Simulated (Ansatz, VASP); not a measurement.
# One calculation of BiTe, two programs

```
Bi Te
1.0
     0.00000    3.25119    3.25119
     3.25119    0.00000    3.25119
     3.25119    3.25119    0.00000
Bi Te
1 1
Cartesian
  0.0000 0.0000 0.1984
  3.2512 3.2512 2.9262
```

Change from the starting cell: mode 6 frozen in at -0.325 Å, normal strain along z +0.0000.

Alike in both runs: task single point; functional PBE; k mesh 12 × 12 × 12; occupations gaussian, width 0.15 eV; no spin polarisation.

|  | VASP | Ansatz |
| --- | --- | --- |
| version | VASP 6.6.1 | Ansatz 0.2.0 |
| potentials or method | VASP PAW PBE potentials, release 64 (Bi_d, Te), cutoff 520 eV | scalar-relativistic, plane waves, PAW |
| valence electrons in the cell | 21 | 31 |

```csv
,VASP,Ansatz,Ansatz less VASP
gap on the k mesh at the Fermi level (eV),none,none,-
pressure (GPa),5.0,5.0,+0.01
"traceless stress, the component that is largest in VASP (GPa)",5.07,5.00,-0.071
rms of the force components (eV/Å),1.221,1.210,-0.0109
```

Atom by atom the forces differ by 0.011 eV/Å (rms over components). A gap of «none» marks a metal or a gap that the smearing closes. The functional is the same, so the differences come from potentials, cutoffs and numerics. VASP's potentials hold 21 valence electrons a cell and Ansatz's 31, so a difference there can come from the potentials and not from the codes.

Neither program's run includes spin-orbit coupling.
